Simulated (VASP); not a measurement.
# Au (I4/mmm) in VASP: further runs

Au is run at these levels: r2SCAN; tasks: single point.

Program: VASP 6.6.1. These are calculated values, not measurements. Logs are shortened: lines on timing, memory, paths and dates and some standing lists are left out, and cuts for length are marked.

### 1 The cell of the first run

The structure is tetragonal, space group I4/mmm (No. 139). Conventional cell: a = 3.232 Å, b = 3.232 Å, c = 3.397 Å, α = 90.00°, β = 90.00°, γ = 90.00°. Within 3.8 Å of Au (site symmetry 4/mmm) lie 14 Au at 2.85 to 3.40 Å.

### 2 Single point, r2SCAN (strain -0.025 along x and y, +0.025 along z)

POSCAR reads:

```
Au
1.0
   -1.6158372750      1.6158372750      1.6987007250
    1.6158372750     -1.6158372750      1.6987007250
    1.6158372750      1.6158372750     -1.6987007250
Au
1
Direct
    0.0000000000      0.0000000000      0.0000000000
```

INCAR.step1 reads:

```
SYSTEM = Au
  ALGO = Normal
  EDIFF = 1E-4
  ENCUT = 520
  GGA = PE
  ISMEAR = 0
  LASPH = .True.
  LCHARG = .False.
  LREAL = .False.
  LWAVE = .True.
  NBANDS = 12
  NELM = 100
  PREC = Accurate
  SIGMA = 0.15
```

INCAR.step2 reads:

```
SYSTEM = Au
  ALGO = Normal
  EDIFF = 1E-6
  ENCUT = 520
  ISIF = 2
  ISMEAR = 0
  ISTART = 1
  LASPH = .True.
  LCHARG = .False.
  LMIXTAU = .True.
  LREAL = .False.
  LWAVE = .False.
  METAGGA = R2SCAN
  NBANDS = 12
  NELM = 100
  PREC = Accurate
  SIGMA = 0.15
```

KPOINTS reads:

```
k-points
0
Gamma
  20 20 20
  0 0 0
```

Potentials or basis: VASP PAW PBE potentials, release 64 (Au).

Run with:

```console
cat potpaw_PBE.64/Au/POTCAR > POTCAR
cp INCAR.step1 INCAR
mpirun -np 1 vasp_std > vasp.out
cp INCAR.step2 INCAR
mpirun -np 1 vasp_std > vasp.out
```

OUTCAR:

```text
SYSTEM = Au
   EDIFF = 1E-6
   ENCUT = 520
   ISIF = 2
   ISMEAR = 0
   ISTART = 1
   LASPH = .True.
   LREAL = .False.
   METAGGA = R2SCAN
   NELM = 100
   PREC = Accurate

 ion  position               nearest neighbor table
   1  0.000  0.000  0.000-

  LATTYP: Found a body centered tetragonal cell.
 ALAT       =     3.2316745500
 C/A-ratio  =     1.0512820513

  Lattice vectors:

 A1 = (  -1.6158372750,   1.6158372750,   1.6987007250)
 A2 = (   1.6158372750,  -1.6158372750,   1.6987007250)
 A3 = (   1.6158372750,   1.6158372750,  -1.6987007250)

Analysis of symmetry for initial positions (statically):
=====================================================================
 Subroutine PRICEL returns:
 Original cell was already a primitive cell.

 Routine SETGRP: Setting up the symmetry group for a
 body centered tetragonal supercell.

 Subroutine GETGRP returns: Found 16 space group operations
 (whereof 16 operations were pure point group operations)
 out of a pool of 16 trial point group operations.

The static configuration has the point symmetry D_4h.

Analysis of symmetry for dynamics (positions and initial velocities):
=====================================================================
 Subroutine PRICEL returns:
 Original cell was already a primitive cell.

 Routine SETGRP: Setting up the symmetry group for a
 body centered tetragonal supercell.

 Subroutine GETGRP returns: Found 16 space group operations
 (whereof 16 operations were pure point group operations)
 out of a pool of 16 trial point group operations.

The dynamic configuration has the point symmetry D_4h.

 Subroutine INISYM returns: Found 16 space group operations
 (whereof 16 operations are pure point group operations),
 and found     1 'primitive' translations

----------------------------------------------------------------------------------------

                                     Primitive cell

  volume of cell :      17.7408

  direct lattice vectors                    reciprocal lattice vectors
    -1.615837275  1.615837275  1.698700725     0.000000000  0.309437100  0.294342607
     1.615837275 -1.615837275  1.698700725     0.309437100  0.000000000  0.294342607
     1.615837275  1.615837275 -1.698700725     0.309437100  0.309437100  0.000000000

  length of vectors
     2.847357433  2.847357433  2.847357433     0.427070122  0.427070122  0.437610143

  position of ions in fractional coordinates (direct lattice)
     0.000000000  0.000000000  0.000000000

  ion indices of the primitive-cell ions
   primitive index   ion index
                 1           1

----------------------------------------------------------------------------------------

 KPOINTS: k-points

Automatic generation of k-mesh.
 Grid dimensions read from file:
 generate k-points for:   20   20   20

 Generating k-lattice:

  Cartesian coordinates                     Fractional coordinates (reciprocal lattice)
     0.000000000  0.015471855  0.014717130     0.050000000  0.000000000 -0.000000000
     0.015471855  0.000000000  0.014717130     0.000000000  0.050000000 -0.000000000
     0.015471855  0.015471855  0.000000000     0.000000000  0.000000000  0.050000000

  Length of vectors
     0.021353506  0.021353506  0.021880507

  Shift w.r.t. Gamma in fractional coordinates (k-lattice)
     0.000000000  0.000000000  0.000000000

 Subroutine IBZKPT returns following result:
 ===========================================

 Found    641 irreducible k-points:

 Following reciprocal coordinates:
            Coordinates               Weight
  0.000000  0.000000  0.000000      1.000000
  0.050000  0.000000  0.000000      8.000000
  0.100000 -0.000000  0.000000      8.000000
  0.150000  0.000000  0.000000      8.000000
  0.200000 -0.000000  0.000000      8.000000
  0.250000 -0.000000  0.000000      8.000000
[... 16 lines left out ...]
 -0.400000  0.050000 -0.000000     16.000000
 -0.350000  0.050000 -0.000000     16.000000
 [... further k-points ...]
   k-points           NKPTS =    641   k-points in BZ     NKDIM =    641   number of bands    NBANDS=     12
   number of dos      NEDOS =    301   number of ions     NIONS =      1
   total plane-waves  NPLWV =  13824
   dimension x,y,z NGX =    24 NGY =   24 NGZ =   24
   dimension x,y,z NGXF=    48 NGYF=   48 NGZF=   48
   ions per type =               1
   NGX,Y,Z   is equivalent  to a cutoff of  14.01, 14.01, 14.01 a.u.
   NGXF,Y,Z  is equivalent  to a cutoff of  28.03, 28.03, 28.03 a.u.
 SYSTEM =  Au
   PREC   = accura    normal or accurate (medium, high low for compatibility)
   ISTART =      1    job   : 0-new  1-cont  2-samecut
   ICHARG =      0    charge: 1-file 2-atom 10-const
   ISPIN  =      1    spin polarized calculation?
   LNONCOLLINEAR =      F non collinear calculations
   LSORBIT =      F    spin-orbit coupling
   LASPH  =      T    aspherical Exc in radial PAW
   ENCUT  =  520.0 eV  38.22 Ry    6.18 a.u.   5.29  5.29  5.29*2*pi/ulx,y,z
   NELM   =    100;   NELMIN=  2; NELMDL=  0     # of ELM steps
   EDIFF  = 0.1E-05   stopping-criterion for ELM
   LREAL  =      F    real-space projection
   EDIFFG = 0.1E-04   stopping-criterion for IOM
   NSW    =      0    number of steps for IOM
   IBRION =     -1    ionic relax: 0-MD 1-quasi-New 2-CG
   NFREE  =      0    steps in history (QN), initial steepest desc. (CG)
   ISIF   =      2    stress and relaxation
   ISYM   =      2    0-nonsym 1-usesym 2-fastsym
   POTIM  = 0.5000    time-step for ionic-motion
   TEBEG  =    0.0;   TEEND  =   0.0 temperature during run
   PSTRESS=    0.0 pullay stress
   NELECT =      11.0000    total number of electrons
   NUPDOWN=      -1.0000    fix difference up-down
   EMIN   =  10.00;   EMAX   =-10.00  energy-range for DOS
   EFERMI =   0.00;   METHOD = LEGACY
   ISMEAR =     0;   SIGMA  =   0.15  broadening in eV -4-tet -1-fermi 0-gaus
   EFERMI_NEDOS =   21; number of points for ismear=-14 and -15
   IALGO  =     38    algorithm
   IMIX   =      4    mixing-type and parameters
     AMIX     =   0.40;   BMIX     =  1.00
     AMIX_MAG =   1.60;   BMIX_MAG =  1.00
  volume/ion in A,a.u.               =      17.74       119.72
  Fermi-wavevector in a.u.,A,eV,Ry     =   1.395988  2.638035 26.514796  1.948783
  Thomas-Fermi vector in A             =   2.519386
   LORBIT       =      0    0 simple, 1 ext, 2 COOP (PROOUT), +10 PAW based schemes
   METAGGA = R2SCAN    functional components
   LHFCALC =     F    Hartree Fock is set to
   AEXX    =    0.0000 exact exchange contribution
   IVDW    =     0    specifies the selected vdW correction
   LEPSILON=     F    determine dielectric tensor
   LRPA    =     F    only Hartree local field effects (RPA)
 non-spin polarized calculation
 Gauss-broadening in eV      SIGMA  =   0.15
  energy-cutoff  :      520.00
  volume of cell :       17.74
 maximum number of plane-waves:       493
 NGX is ok and might be reduce to    24
   NGX = 11   NGY = 11   NGZ = 11

 number of electron      10.9999999 magnetization

 Free energy of the ion-electron system (eV)
  ---------------------------------------------------
  ext. energy  EPLUGINS =         0.00000000
  ---------------------------------------------------
  free energy    TOTEN  =       -50.57642378 eV

  energy without entropy =      -50.57295233  energy(sigma->0) =      -50.57468806

 E-fermi :   8.7537     XC(G=0): -13.3411

 val. band max:        8.7480715688   @ k =  -0.4000   0.4500   0.1000
 cond. band min:       8.7693920057   @ k =   0.4000   0.1000   0.0000
 fundamental gap:      0.0213204369
 Fermi energy:         8.7537272446

 k-point     1 :       0.0000    0.0000    0.0000
  band No.  band energies     occupation
      1      -0.9672      2.00000
      2       3.6673      2.00000
      3       3.6673      2.00000
      4       3.9678      2.00000
      5       5.4185      2.00000
      6       5.7590      2.00000
      7      25.5317      0.00000
      8      26.3778      0.00000
      9      26.3778      0.00000
     10      32.1518      0.00000
     11      33.8052      0.00000
     12      33.8052      0.00000

 k-point     2 :       0.0500    0.0000    0.0000
  band No.  band energies     occupation
      1      -0.8760      2.00000
      2       3.6727      2.00000
      3       3.6828      2.00000
      4       3.9883      2.00000
      5       5.3967      2.00000
      6       5.7461      2.00000
      7      25.5630      0.00000
      8      26.3382      0.00000
      9      26.4884      0.00000
     10      31.2969      0.00000
     11      32.5663      0.00000
     12      33.4247      0.00000

 k-point     3 :       0.1000   -0.0000    0.0000
  band No.  band energies     occupation
      1      -0.6080      2.00000
      2       3.6696      2.00000
      3       3.6872      2.00000
      4       4.1104      2.00000
      5       5.3360      2.00000
      6       5.7182      2.00000
      7      25.5168      0.00000
      8      26.1130      0.00000
      9      26.8118      0.00000
     10      30.1159      0.00000
     11      31.0802      0.00000
     12      32.4216      0.00000
[... 286 lines left out ...]
 k-point    23 :      -0.4000    0.0500   -0.0000
  band No.  band energies     occupation
      1       1.5774      2.00000
      2       2.9792      2.00000
      3       5.0606      2.00000
      4       5.5851      2.00000
      5       5.9029      2.00000
      6       6.8013      2.00000
      7      15.4606      0.00000
      8      22.6208      0.00000
      9      24.2696      0.00000
     10      30.4664      0.00000
     11      31.2338      0.00000
     12      32.3576      0.00000

 k-point    24 :      -0.3500    0.0500   -0.0000
  band No.  band energies     occupation
      1       1.4840      2.00000
      2       3.0944      2.00000
      3       4.5851      2.00000
      4       5.2425      2.00000
      5       5.7888      2.00000
      6       6.1691      2.00000
      7      17.5328      0.00000
      8      23.2310      0.00000
      9      25.3045      0.00000
     10      29.8121      0.00000
     11      30.8864      0.00000
     12      32.0493      0.00000

 [... further k-points ...]
[... 5 lines left out ...]
  --------------------------------------------------------------------------------------
  -------------------------------------------------------------------------------------
  Total       -0.1234826     -0.1234826     -0.0875977      0.0000000      0.0000000      0.0000000
  in kB      -11.1517804    -11.1517804     -7.9110007      0.0000000      0.0000000      0.0000000
  external PRESSURE =     -10.0715205 kB  Pullay stress =       0.0000000 kB

 VOLUME and BASIS-vectors are now :
 -----------------------------------------------------------------------------
  energy-cutoff  :      520.00
  volume of cell :       17.74
      direct lattice vectors                 reciprocal lattice vectors
    -1.615837275  1.615837275  1.698700725     0.000000000  0.309437100  0.294342607
     1.615837275 -1.615837275  1.698700725     0.309437100  0.000000000  0.294342607
     1.615837275  1.615837275 -1.698700725     0.309437100  0.309437100  0.000000000

 POSITION                                       TOTAL-FORCE (eV/Angst)
 -----------------------------------------------------------------------------------
      0.00000      0.00000      0.00000        -0.000000      0.000000     -0.000000
 -----------------------------------------------------------------------------------
    total drift:                                0.000000      0.000000     -0.000000

  FREE ENERGIE OF THE ION-ELECTRON SYSTEM (eV)
  ---------------------------------------------------
  free  energy   TOTEN  =       -50.5764237807 eV

  energy  without entropy=      -50.5729523312  energy(sigma->0) =      -50.57468806
```

It took 8.1 min on 1 thread of Intel Xeon 8259CL, shared host; peak memory 0.25 GiB.

What came out:

```
Free energy            : -50.5764 eV
Pressure               : -1.0 GPa
Band gap on the k mesh : zero (an odd number of electrons rules out a gap without spin polarisation)
```

Caveat: the cell differs from its parent crystal (strain -0.025 along x and y, +0.025 along z); the PAW data sets were made with another functional, which shifts forces and pressure a little; spin-orbit coupling is left out, which moves the levels of the heavy elements.

### 3 Single point, r2SCAN (strain +0.025 along x and y, -0.025 along z)

POSCAR reads:

```
Au
1.0
   -1.6987007250      1.6987007250      1.6158372750
    1.6987007250     -1.6987007250      1.6158372750
    1.6987007250      1.6987007250     -1.6158372750
Au
1
Direct
    0.0000000000      0.0000000000      0.0000000000
```

INCAR.step1 reads:

```
SYSTEM = Au
ALGO = Normal ; EDIFF = 1E-4
ENCUT = 520 ; GGA = PE
ISMEAR = 0 ; LASPH = .True.
LCHARG = .False. ; LREAL = .False.
LWAVE = .True. ; NBANDS = 12
NELM = 80 ; PREC = Accurate
SIGMA = 0.15
```

INCAR.step2 reads:

```
SYSTEM = Au
ALGO = Normal ; EDIFF = 1E-6
ENCUT = 520 ; ISIF = 2
ISMEAR = 0 ; ISTART = 1
LASPH = .True. ; LCHARG = .False.
LMIXTAU = .True. ; LREAL = .False.
LWAVE = .False. ; METAGGA = R2SCAN
NBANDS = 12 ; NELM = 80
PREC = Accurate ; SIGMA = 0.15
```

KPOINTS is that of step 2.

Potentials or basis: VASP PAW PBE potentials, release 64 (Au).

Run with:

```console
cat potpaw_PBE.64/Au/POTCAR > POTCAR
cp INCAR.step1 INCAR
mpirun -np 1 vasp_std > vasp.out
cp INCAR.step2 INCAR
mpirun -np 1 vasp_std > vasp.out
```

Wall time 7.5 min (1 thread of Intel Xeon 8259CL, shared host); peak memory 0.26 GiB.

The run converged. Its results:

```yaml
Free_energy: -50.5525 eV
Pressure: -7.2 GPa
Band_gap_on_the_k_mesh: zero (an odd number of electrons rules out a gap without spin polarisation)
```

Stress tensor (GPa, compression positive):
```
-6.99  0.00  0.00
 0.00 -6.99  0.00
 0.00  0.00 -7.62
```

Levels at points of the mesh, in eV from the Fermi level:
```tsv
k point	band 3	band 4	band 5	band 6	band 7	band 8	band 9	band 10
(0.00, 0.00, 0.00)	-4.64	-4.64	-3.24	-2.89	16.96	16.96	17.90	23.06
(0.50, 0.00, 0.00)	-3.15	-2.74	-1.66	-0.06	3.23	12.67	13.39	20.87
(0.50, 0.50, 0.00)	-3.42	-3.00	-1.72	-0.34	2.82	13.44	14.54	22.34
(0.50, 0.50, 0.50)	-2.04	-2.04	-1.94	5.99	5.99	7.45	8.85	15.18
```

Caveat: the cell differs from its parent crystal (strain +0.025 along x and y, -0.025 along z); the cell stands under tension; the PAW data sets were made with another functional, which shifts forces and pressure a little; spin-orbit coupling is left out, which moves the levels of the heavy elements.

### 4 Single point, r2SCAN (strain +0.025 along x and y, +0.000 along z)

POSCAR reads:

```
Au
1.0
   -1.6987007250      1.6987007250      1.6572690000
    1.6987007250     -1.6987007250      1.6572690000
    1.6987007250      1.6987007250     -1.6572690000
Au
1
Direct
    0.0000000000      0.0000000000      0.0000000000
```

INCAR.step1 reads:

```
SYSTEM = Au
ALGO     = Normal         ! electronic algorithm
EDIFF    = 1E-4           ! SCF threshold, eV
ENCUT    = 520            ! plane-wave cutoff, eV
GGA      = PE             ! functional
ISMEAR   = 0              ! smearing method
LASPH    = .True.         ! aspherical terms in the spheres
LCHARG   = .False.        ! write CHGCAR
LREAL    = .False.        ! projectors in reciprocal space
LWAVE    = .True.         ! write WAVECAR
NBANDS   = 12             ! bands
NELM     = 100            ! most SCF steps
PREC     = Accurate       ! precision mode
SIGMA    = 0.15           ! smearing width, eV
```

INCAR.step2 reads:

```
SYSTEM = Au
ALGO     = Normal         ! electronic algorithm
EDIFF    = 1E-6           ! SCF threshold, eV
ENCUT    = 520            ! plane-wave cutoff, eV
ISIF     = 2              ! what is computed and relaxed
ISMEAR   = 0              ! smearing method
ISTART   = 1            
LASPH    = .True.         ! aspherical terms in the spheres
LCHARG   = .False.        ! write CHGCAR
LMIXTAU  = .True.       
LREAL    = .False.        ! projectors in reciprocal space
LWAVE    = .False.        ! write WAVECAR
METAGGA  = R2SCAN         ! meta-GGA
NBANDS   = 12             ! bands
NELM     = 100            ! most SCF steps
PREC     = Accurate       ! precision mode
SIGMA    = 0.15           ! smearing width, eV
```

KPOINTS is that of step 3.

Potentials or basis: VASP PAW PBE potentials, release 64 (Au).

Run with:

```console
cat potpaw_PBE.64/Au/POTCAR > POTCAR
cp INCAR.step1 INCAR
mpirun -np 1 vasp_std > vasp.out
cp INCAR.step2 INCAR
mpirun -np 1 vasp_std > vasp.out
```

OUTCAR:

```text
SYSTEM = Au
   EDIFF = 1E-6
   ENCUT = 520
   ISIF = 2
   ISMEAR = 0
   ISTART = 1
   LASPH = .True.
   LREAL = .False.
   METAGGA = R2SCAN
   NELM = 100
   PREC = Accurate

 ion  position               nearest neighbor table
   1  0.000  0.000  0.000-

  LATTYP: Found a body centered tetragonal cell.
 ALAT       =     3.3974014500
 C/A-ratio  =     0.9756097561

  Lattice vectors:

 A1 = (  -1.6987007250,   1.6987007250,   1.6572690000)
[... 539 lines left out ...]
     10      27.6616      0.00000
     11      28.3338      0.00000
     12      31.2256      0.00000

 [... further k-points ...]

------------------------ aborting loop because EDIFF is reached ----------------------------------------

  FORCE on cell =-STRESS in cart. coord.  units (eV):
  Direction    XX          YY          ZZ          XY          YZ          ZX
  --------------------------------------------------------------------------------------
  -------------------------------------------------------------------------------------
  Total       -1.1449305     -1.1449305     -1.1639574      0.0000000      0.0000000      0.0000000
  in kB      -95.8965490    -95.8965490    -97.4901908      0.0000000      0.0000000      0.0000000
  external PRESSURE =     -96.4277630 kB  Pullay stress =       0.0000000 kB

 VOLUME and BASIS-vectors are now :
 -----------------------------------------------------------------------------
  energy-cutoff  :      520.00
  volume of cell :       19.13
      direct lattice vectors                 reciprocal lattice vectors
    -1.698700725  1.698700725  1.657269000     0.000000000  0.294342607  0.301701172
     1.698700725 -1.698700725  1.657269000     0.294342607  0.000000000  0.301701172
     1.698700725  1.698700725 -1.657269000     0.294342607  0.294342607  0.000000000

 POSITION                                       TOTAL-FORCE (eV/Angst)
 -----------------------------------------------------------------------------------
      0.00000      0.00000      0.00000         0.000000     -0.000000      0.000000
 -----------------------------------------------------------------------------------
    total drift:                               -0.000000      0.000000     -0.000000

  FREE ENERGIE OF THE ION-ELECTRON SYSTEM (eV)
  ---------------------------------------------------
  free  energy   TOTEN  =       -50.5268415376 eV

  energy  without entropy=      -50.5222824793  energy(sigma->0) =      -50.52456201
```

It took 7.9 min on 1 thread of Intel Xeon 8259CL, shared host; peak memory 0.27 GiB.

What came out:

| Quantity | Value |
| --- | --- |
| Free energy | -50.5268 eV |
| Pressure | -9.6 GPa |
| Band gap on the k mesh | zero (an odd number of electrons rules out a gap without spin polarisation) |

Stress tensor (GPa, compression positive):
```
-9.59  0.00  0.00
 0.00 -9.59  0.00
 0.00  0.00 -9.75
```

Caveat: the cell differs from its parent crystal (strain +0.025 along x and y, +0.000 along z); the cell stands under tension; the PAW data sets were made with another functional, which shifts forces and pressure a little; spin-orbit coupling is left out, which moves the levels of the heavy elements.

[end of part 1 of 2]
